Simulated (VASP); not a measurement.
# GaIr3 (Fm-3m) in VASP: a series of runs

Runs on GaIr3. Level: PBE. Tasks: single point, relaxation of cell and atoms.

All numbers are computed with VASP 6.6.1; they aren't measurements. Logs are shortened: lines on timing, memory, paths and dates and some standing lists are left out, and cuts for length are marked.

## 1. The cell of the first run

The structure is cubic, space group Fm-3m (No. 225). Conventional cell: a = 6.192 Å, b = 6.192 Å, c = 6.192 Å, α = 90.00°, β = 90.00°, γ = 90.00°. Ga (site symmetry m-3m) has 14 Ir at 2.68 to 3.10 Å within 3.5 Å. Ir (site symmetry -43m) has 4 Ga at 2.68 Å and 10 Ir at 2.68 to 3.10 Å within 3.5 Å. Ir (site symmetry m-3m) has 8 Ir at 2.68 Å and 6 Ga at 3.10 Å within 3.5 Å.

The cell was generated, and may not be a known phase.

## 2. Single point, PBE

Contents of INCAR:

```
PREC = Accurate
ENCUT = 520
EDIFF = 1E-6
ISMEAR = 0
SIGMA = 0.1
LREAL = F
LASPH = T
NELM = 60
ALGO = Fast
ISIF = 2
LWAVE = F
LCHARG = T
GGA = PE
LELF = T
LVHAR = T
NBANDS = 28
```

Contents of KPOINTS:

```
regular mesh
0
Gamma
  6 6 6
```

Contents of POSCAR:

```
GaIr3
1.0
    0.0000000000      3.0962473287      3.0962473287
    3.0962473287      0.0000000000      3.0962473287
    3.0962473287      3.0962473287      0.0000000000
Ga Ir
1 3
Direct
    0.0000000000      0.0000000000      0.0000000000
    0.2500000000      0.2500000000      0.2500000000
    0.7500000000      0.7500000000      0.7500000000
    0.5000000000      0.5000000000      0.5000000000
```

Potentials or basis: VASP PAW PBE potentials, release 64 (Ga_d, Ir).

Launch:

```console
$ cat potpaw_PBE.64/Ga_d/POTCAR potpaw_PBE.64/Ir/POTCAR > POTCAR
$ mpirun -np 1 vasp_std > vasp.out
```

OUTCAR:

```text
PREC = Accurate
   ENCUT = 520
   EDIFF = 1E-6
   ISMEAR = 0
   LREAL = F
   LASPH = T
   NELM = 60
   ISIF = 2
   GGA = PE

 ion  position               nearest neighbor table
   1  0.000  0.000  0.000-   3 2.68   3 2.68   3 2.68   2 2.68   3 2.68   2 2.68   2 2.68   2 2.68
                             4 3.10   4 3.10   4 3.10   4 3.10   4 3.10   4 3.10
   2  0.250  0.250  0.250-   1 2.68   1 2.68   1 2.68   1 2.68   4 2.68   4 2.68   4 2.68   4 2.68
                             3 3.10   3 3.10   3 3.10   3 3.10   3 3.10   3 3.10
   3  0.750  0.750  0.750-   4 2.68   4 2.68   4 2.68   1 2.68   4 2.68   1 2.68   1 2.68   1 2.68
                             2 3.10   2 3.10   2 3.10   2 3.10   2 3.10   2 3.10
   4  0.500  0.500  0.500-   2 2.68   2 2.68   2 2.68   2 2.68   3 2.68   3 2.68   3 2.68   3 2.68
                             1 3.10   1 3.10   1 3.10   1 3.10   1 3.10   1 3.10

  LATTYP: Found a face centered cubic cell.
 ALAT       =     6.1924946574

  Lattice vectors:

 A1 = (   0.0000000000,   3.0962473287,   3.0962473287)
 A2 = (   3.0962473287,   0.0000000000,   3.0962473287)
 A3 = (   3.0962473287,   3.0962473287,   0.0000000000)

Analysis of symmetry for initial positions (statically):
=====================================================================
 Subroutine PRICEL returns:
 Original cell was already a primitive cell.

 Routine SETGRP: Setting up the symmetry group for a
 face centered cubic supercell.

 Subroutine GETGRP returns: Found 48 space group operations
 (whereof 48 operations were pure point group operations)
 out of a pool of 48 trial point group operations.

The static configuration has the point symmetry O_h .

Analysis of symmetry for dynamics (positions and initial velocities):
=====================================================================
 Subroutine PRICEL returns:
 Original cell was already a primitive cell.

 Routine SETGRP: Setting up the symmetry group for a
 face centered cubic supercell.

 Subroutine GETGRP returns: Found 48 space group operations
 (whereof 48 operations were pure point group operations)
 out of a pool of 48 trial point group operations.

The dynamic configuration has the point symmetry O_h .

 Subroutine INISYM returns: Found 48 space group operations
 (whereof 48 operations are pure point group operations),
 and found     1 'primitive' translations

----------------------------------------------------------------------------------------

                                     Primitive cell

  volume of cell :      59.3659

  direct lattice vectors                    reciprocal lattice vectors
     0.000000000  3.096247329  3.096247329    -0.161485807  0.161485807  0.161485807
     3.096247329  0.000000000  3.096247329     0.161485807 -0.161485807  0.161485807
     3.096247329  3.096247329  0.000000000     0.161485807  0.161485807 -0.161485807

  length of vectors
     4.378754965  4.378754965  4.378754965     0.279701623  0.279701623  0.279701623

  position of ions in fractional coordinates (direct lattice)
     0.000000000  0.000000000  0.000000000
     0.250000000  0.250000000  0.250000000
     0.750000000  0.750000000  0.750000000
     0.500000000  0.500000000  0.500000000

  ion indices of the primitive-cell ions
   primitive index   ion index
                 1           1
                 2           2
                 3           3
                 4           4

----------------------------------------------------------------------------------------

 KPOINTS: regular mesh

Automatic generation of k-mesh.
 Grid dimensions read from file:
 generate k-points for:    6    6    6

 Generating k-lattice:

  Cartesian coordinates                     Fractional coordinates (reciprocal lattice)
    -0.026914301  0.026914301  0.026914301     0.166666667  0.000000000  0.000000000
     0.026914301 -0.026914301  0.026914301     0.000000000  0.166666667  0.000000000
     0.026914301  0.026914301 -0.026914301     0.000000000  0.000000000  0.166666667

  Length of vectors
     0.046616937  0.046616937  0.046616937

  Shift w.r.t. Gamma in fractional coordinates (k-lattice)
     0.000000000  0.000000000  0.000000000

 Subroutine IBZKPT returns following result:
 ===========================================

 Found     16 irreducible k-points:

 Following reciprocal coordinates:
            Coordinates               Weight
  0.000000  0.000000  0.000000      1.000000
  0.166667  0.000000  0.000000      8.000000
  0.333333  0.000000  0.000000      8.000000
  0.500000  0.000000  0.000000      4.000000
  0.166667  0.166667  0.000000      6.000000
  0.333333  0.166667  0.000000     24.000000
[... 8 lines left out ...]
 -0.333333  0.333333  0.166667     24.000000
 -0.333333  0.500000  0.166667     12.000000
   k-points           NKPTS =     16   k-points in BZ     NKDIM =     16   number of bands    NBANDS=     28
   number of dos      NEDOS =    301   number of ions     NIONS =      4
   total plane-waves  NPLWV =  46656
   dimension x,y,z NGX =    36 NGY =   36 NGZ =   36
   dimension x,y,z NGXF=    72 NGYF=   72 NGZF=   72
   ions per type =               1   3
   NGX,Y,Z   is equivalent  to a cutoff of  13.67, 13.67, 13.67 a.u.
   NGXF,Y,Z  is equivalent  to a cutoff of  27.34, 27.34, 27.34 a.u.
 SYSTEM =  unknown system
   PREC   = accura    normal or accurate (medium, high low for compatibility)
   ISTART =      0    job   : 0-new  1-cont  2-samecut
   ICHARG =      2    charge: 1-file 2-atom 10-const
   ISPIN  =      1    spin polarized calculation?
   LNONCOLLINEAR =      F non collinear calculations
   LSORBIT =      F    spin-orbit coupling
   LASPH  =      T    aspherical Exc in radial PAW
   ENCUT  =  520.0 eV  38.22 Ry    6.18 a.u.   8.14  8.14  8.14*2*pi/ulx,y,z
   NELM   =     60;   NELMIN=  2; NELMDL= -5     # of ELM steps
   EDIFF  = 0.1E-05   stopping-criterion for ELM
   LREAL  =      F    real-space projection
   EDIFFG = 0.1E-04   stopping-criterion for IOM
   NSW    =      0    number of steps for IOM
   IBRION =     -1    ionic relax: 0-MD 1-quasi-New 2-CG
   NFREE  =      0    steps in history (QN), initial steepest desc. (CG)
   ISIF   =      2    stress and relaxation
   ISYM   =      2    0-nonsym 1-usesym 2-fastsym
   POTIM  = 0.5000    time-step for ionic-motion
   TEBEG  =    0.0;   TEEND  =   0.0 temperature during run
   PSTRESS=    0.0 pullay stress
   NELECT =      40.0000    total number of electrons
   NUPDOWN=      -1.0000    fix difference up-down
   EMIN   =  10.00;   EMAX   =-10.00  energy-range for DOS
   EFERMI =   0.00;   METHOD = LEGACY
   ISMEAR =     0;   SIGMA  =   0.10  broadening in eV -4-tet -1-fermi 0-gaus
   EFERMI_NEDOS =   21; number of points for ismear=-14 and -15
   IALGO  =     68    algorithm
   IMIX   =      4    mixing-type and parameters
     AMIX     =   0.40;   BMIX     =  1.00
     AMIX_MAG =   1.60;   BMIX_MAG =  1.00
  volume/ion in A,a.u.               =      14.84       100.16
  Fermi-wavevector in a.u.,A,eV,Ry     =   1.435211  2.712156 28.025709  2.059832
  Thomas-Fermi vector in A             =   2.554535
   LORBIT       =      0    0 simple, 1 ext, 2 COOP (PROOUT), +10 PAW based schemes
   GGA     = PE    functional components
   LHFCALC =     F    Hartree Fock is set to
   AEXX    =    0.0000 exact exchange contribution
   IVDW    =     0    specifies the selected vdW correction
   LEPSILON=     F    determine dielectric tensor
   LRPA    =     F    only Hartree local field effects (RPA)
 non-spin polarized calculation
 RMM-DIIS sequential band-by-band and
 Gauss-broadening in eV      SIGMA  =   0.10
  energy-cutoff  :      520.00
  volume of cell :       59.37
 maximum number of plane-waves:      1639
 NGX is ok and might be reduce to    36
   NGX = 17   NGY = 17   NGZ = 17

 number of electron      39.9999990 magnetization

 Free energy of the ion-electron system (eV)
  ---------------------------------------------------
  ext. energy  EPLUGINS =         0.00000000
  ---------------------------------------------------
  free energy    TOTEN  =       -28.65142206 eV

  energy without entropy =      -28.60869421  energy(sigma->0) =      -28.63005814

 E-fermi :   8.8983     XC(G=0): -13.3348

 val. band max:        8.8933506474   @ k =   0.1667   0.1667   0.0000
 cond. band min:       8.9149174932   @ k =  -0.3333   0.5000   0.1667
 fundamental gap:      0.0215668458
 Fermi energy:         8.8982688539

 k-point     1 :       0.0000    0.0000    0.0000
  band No.  band energies     occupation
      1      -6.0107      2.00000
      2      -6.0107      2.00000
      3      -6.0107      2.00000
      4      -5.9869      2.00000
      5      -5.9869      2.00000
      6      -2.2218      2.00000
[... 20 lines left out ...]
     27      16.4696      0.00000
     28      16.4696      0.00000

 k-point     2 :       0.1667    0.0000    0.0000
  band No.  band energies     occupation
      1      -6.0156      2.00000
      2      -6.0108      2.00000
      3      -6.0108      2.00000
      4      -5.9819      2.00000
      5      -5.9819      2.00000
      6      -1.8116      2.00000
[... 20 lines left out ...]
     27      15.9193      0.00000
     28      16.0488      0.00000

 k-point     3 :       0.3333    0.0000    0.0000
  band No.  band energies     occupation
      1      -6.0250      2.00000
      2      -6.0111      2.00000
      3      -6.0111      2.00000
      4      -5.9722      2.00000
      5      -5.9722      2.00000
      6      -0.6909      2.00000
[... 20 lines left out ...]
     27      15.2619      0.00000
     28      15.2619      0.00000

 k-point     4 :       0.5000    0.0000    0.0000
  band No.  band energies     occupation
      1      -6.0289      2.00000
      2      -6.0113      2.00000
      3      -6.0113      2.00000
      4      -5.9675      2.00000
      5      -5.9675      2.00000
      6       0.5070      2.00000
[... 330 lines left out ...]
     27      16.3488      0.00000
     28      18.9135      0.00000

 k-point    15 :      -0.3333    0.3333    0.1667
  band No.  band energies     occupation
      1      -6.0270      2.00000
      2      -6.0231      2.00000
      3      -6.0095      2.00000
      4      -5.9776      2.00000
      5      -5.9633      2.00000
      6       0.6894      2.00000
[... 20 lines left out ...]
     27      17.9182      0.00000
     28      18.1494      0.00000

 k-point    16 :      -0.3333    0.5000    0.1667
  band No.  band energies     occupation
      1      -6.0364      2.00000
      2      -6.0175      2.00000
      3      -6.0085      2.00000
      4      -5.9826      2.00000
      5      -5.9618      2.00000
      6       0.7637      2.00000
[... 20 lines left out ...]
     27      18.4104      0.00000
     28      18.5909      0.00000

------------------------ aborting loop because EDIFF is reached ----------------------------------------

  FORCE on cell =-STRESS in cart. coord.  units (eV):
  Direction    XX          YY          ZZ          XY          YZ          ZX
  --------------------------------------------------------------------------------------
  -------------------------------------------------------------------------------------
  Total        0.2052660      0.2052660      0.2052660     -0.0000000     -0.0000000     -0.0000000
  in kB        5.5397559      5.5397559      5.5397559     -0.0000000     -0.0000000     -0.0000000
  external PRESSURE =       5.5397559 kB  Pullay stress =       0.0000000 kB

 VOLUME and BASIS-vectors are now :
 -----------------------------------------------------------------------------
  energy-cutoff  :      520.00
  volume of cell :       59.37
      direct lattice vectors                 reciprocal lattice vectors
     0.000000000  3.096247329  3.096247329    -0.161485807  0.161485807  0.161485807
     3.096247329  0.000000000  3.096247329     0.161485807 -0.161485807  0.161485807
     3.096247329  3.096247329  0.000000000     0.161485807  0.161485807 -0.161485807

 POSITION                                       TOTAL-FORCE (eV/Angst)
 -----------------------------------------------------------------------------------
      0.00000      0.00000      0.00000         0.000000      0.000000      0.000000
      1.54812      1.54812      1.54812        -0.000000     -0.000000     -0.000000
      4.64437      4.64437      4.64437         0.000000      0.000000      0.000000
      3.09625      3.09625      3.09625         0.000000      0.000000      0.000000
 -----------------------------------------------------------------------------------
    total drift:                               -0.000000      0.000000      0.000000

  FREE ENERGIE OF THE ION-ELECTRON SYSTEM (eV)
  ---------------------------------------------------
  free  energy   TOTEN  =       -28.6514220623 eV

  energy  without entropy=      -28.6086942149  energy(sigma->0) =      -28.63005814
```

It took 61 s on 1 thread of AMD EPYC 7R43 (Zen 3), shared host; peak memory 0.18 GiB.

What came out:

| Property | Result |
| --- | --- |
| Free energy | -28.6514 eV |
| Pressure | 0.6 GPa |
| Band gap on the k mesh | zero (bands 20 and 21 overlap by 0.26 eV) |

Levels at points of the mesh, in eV from the Fermi level:
| k point | band 17 | band 18 | band 19 | band 20 | band 21 | band 22 | band 23 | band 24 |
| --- | --- | --- | --- | --- | --- | --- | --- | --- |
| (0.00, 0.00, 0.00) | -0.50 | -0.05 | -0.05 | 0.06 | 0.06 | 1.25 | 5.14 | 5.14 |
| (0.50, 0.00, 0.00) | -2.50 | -0.34 | -0.34 | -0.06 | -0.06 | 0.56 | 3.13 | 6.03 |
| (0.50, 0.50, 0.00) | -1.26 | -1.21 | -0.68 | -0.42 | -0.03 | 0.49 | 0.54 | 0.54 |

Caveat: spin-orbit coupling is left out, which moves the levels of the heavy elements.

## 3. Single point, PBE

This run uses another cell than the first one, of 15.19 Å³/atom.

Contents of INCAR:

```
  PREC = Accurate
  ENCUT = 520
  EDIFF = 1E-6
  ISMEAR = 0
  SIGMA = 0.1
  LREAL = False
  LASPH = True
  NELM = 80
  ALGO = Fast
  ISIF = 2
  LWAVE = False
  LCHARG = False
  GGA = PE
  NBANDS = 28
```

Contents of KPOINTS:

```
Automatic mesh
0
Gamma
  6 6 6
```

Contents of POSCAR:

```
GaIr3
1.0
    0.0000000000      3.1199968300      3.1199968300
    3.1199968300      0.0000000000      3.1199968300
    3.1199968300      3.1199968300      0.0000000000
Ga Ir
1 3
Direct
    0.0000000000      0.0000000000      0.0000000000
    0.2500000000      0.2500000000      0.2500000000
    0.7500000000      0.7500000000      0.7500000000
    0.5000000000      0.5000000000      0.5000000000
```

Potentials or basis: VASP PAW PBE potentials, release 64 (Ga_d, Ir).

Launch:

```console
$ cat potpaw_PBE.64/Ga_d/POTCAR potpaw_PBE.64/Ir/POTCAR > POTCAR
$ mpirun -np 1 vasp_std > vasp.out
```

It took 66 s on 1 thread of AMD EPYC 7R43 (Zen 3), shared host; peak memory 0.18 GiB.

The run converged. Its results:

- Free energy: -28.6319 eV
- Pressure: -5.0 GPa
- Band gap on the k mesh: zero (bands 20 and 21 overlap by 0.24 eV)

Levels at points of the mesh, in eV from the Fermi level:
```
           k point  band 17  band 18  band 19  band 20  band 21  band 22  band 23  band 24
(0.00, 0.00, 0.00)    -0.49    -0.05    -0.05     0.05     0.05     1.16     5.08     5.08
(0.50, 0.00, 0.00)    -2.41    -0.33    -0.33    -0.05    -0.05     0.55     3.01     5.89
(0.50, 0.50, 0.00)    -1.20    -1.16    -0.66    -0.42    -0.03     0.47     0.52     0.52
```

Caveat: the cell stands under tension; spin-orbit coupling is left out, which moves the levels of the heavy elements.

## 4. Relaxation of cell and atoms, PBE

This run uses another cell than the first one, of 15.19 Å³/atom.

Contents of INCAR:

```
SYSTEM = GaIr3
PREC = Accurate
ENCUT = 600
EDIFF = 1E-6
ISMEAR = 0
SIGMA = 0.1
LREAL = .FALSE.
LASPH = .TRUE.
NELM = 100
ALGO = Fast
ISIF = 3
LWAVE = .FALSE.
LCHARG = .FALSE.
GGA = PE
IBRION = 2
NSW = 90
EDIFFG = -0.04
```

Contents of KPOINTS:

```
Automatic mesh
0
G
  6 6 6
  0 0 0
```

POSCAR is that of step 3.

Launch:

```console
$ cat potpaw_PBE.64/Ga_d/POTCAR potpaw_PBE.64/Ir/POTCAR > POTCAR
$ mpirun -np 1 vasp_std > vasp.out
```

Run time: 3.2 min. Hardware: 1 thread of AMD EPYC 7R43 (Zen 3), shared host; peak memory 0.2 GiB.

It converged, with:

```yaml
Free_energy: -28.6521 eV
Relaxed_volume: 14.88 Å³/atom
Relaxed_cell: a = 4.383 Å, b = 4.383 Å, c = 4.383 Å, α = 60.00°, β = 60.00°, γ = 60.00°
Space_group_after_relaxing_to_0.1_Å: Fm-3m (No. 225)
Energy_gained_by_relaxing: 5.0 meV/atom
Ionic_steps: 3
Pressure_after_relaxing: -0.1 GPa
Band_gap_on_the_k_mesh: zero (bands 20 and 21 overlap by 0.26 eV)
```

The path:
```tsv
step	energy change (eV)	largest force (eV/Å)	pressure (GPa)	volume (Å³)
1	0.0000	0.0000	-5.01	60.74
2	0.0990	0.0000	14.12	56.66
3	-0.0199	0.0000	-0.09	59.52
```

Final structure:
```
Ga Ir
1.0
     0.00000    3.09891    3.09891
     3.09891    0.00000    3.09891
     3.09891    3.09891    0.00000
Ga Ir
1 3
Cartesian
  0.0000 0.0000 0.0000
  1.5495 1.5495 1.5495
  4.6484 4.6484 4.6484
  3.0989 3.0989 3.0989
```

Levels at points of the mesh, in eV from the Fermi level:
```
           k point  band 16  band 17  band 18  band 19  band 20  band 21  band 22  band 23  band 24
(0.00, 0.00, 0.00)    -0.50    -0.50    -0.05    -0.05     0.06     0.06     1.24     5.13     5.13
(0.50, 0.00, 0.00)    -2.49    -2.49    -0.34    -0.34    -0.06    -0.06     0.56     3.11     6.06
(0.50, 0.50, 0.00)    -1.25    -1.25    -1.20    -0.68    -0.42    -0.03     0.49     0.54     0.54
```

Caveat: spin-orbit coupling is left out, which moves the levels of the heavy elements.

(Continued in part 2 of 2.)

The gap in the log of VASP goes by the Fermi energy; the results here count the filled bands.